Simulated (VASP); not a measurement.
Write the native input for VASP 6.6.1 that does the following.

| Item | Value |
| --- | --- |
| Task | single point |
| Functional | PBE |
| Potentials or basis | VASP PAW PBE potentials, release 64 (Ag, Cl) |
| Cutoff | 520 eV |
| k mesh | 6 × 6 × 4 |
| Occupations | fermi-dirac, width 0.02 eV |
| Spin | no spin polarisation |
| Dipole correction | no |
| Further INCAR settings | ALGO = Normal; EDIFF = 1e-06; NBANDS = 26 |

The structure of AgCl lies in POSCAR:

```
AgCl
1.0
    4.5423411027      0.0000000000      0.0000000000
   -2.2711705514      3.9337827876      0.0000000000
    0.0000000000      0.0000000000      5.6806839158
Ag Cl
2 2
Direct
    0.3333333333      0.6666666667     -0.0622203148
    0.6666666667      0.3333333333      0.4377796852
    0.3333333333      0.6666666667      0.4372203148
    0.6666666667      0.3333333333      0.9372203148
```

This cell differs from its parent crystal: epitaxial xy strain +0.5%.

One way to write it, as run:

INCAR

```
  PREC = Accurate
  ENCUT = 520
  EDIFF = 1E-6
  ISMEAR = -1
  SIGMA = 0.02
  LREAL = F
  LASPH = T
  NELM = 60
  ALGO = Normal
  ISIF = 2
  LWAVE = F
  LCHARG = F
  GGA = PE
  NBANDS = 26
```

KPOINTS

```
regular mesh
0
Gamma
  6 6 4
```

Potentials or basis: VASP PAW PBE potentials, release 64 (Ag, Cl).

Command:

```bash
$ cat potpaw_PBE.64/Ag/POTCAR potpaw_PBE.64/Cl/POTCAR > POTCAR
$ mpirun -np 1 vasp_std > vasp.out
```

It gave:

* Pressure: 1.0 GPa
* Band gap on the k mesh: 1.32 eV, indirect (least direct gap 1.42 eV)

Caveat: the cell differs from its parent crystal (epitaxial xy strain +0.5%).

It took 43 s on 1 thread of Intel(R) Xeon(R) Platinum 8488C (Sapphire Rapids), with other jobs on the host, peak memory 0.23 GiB.
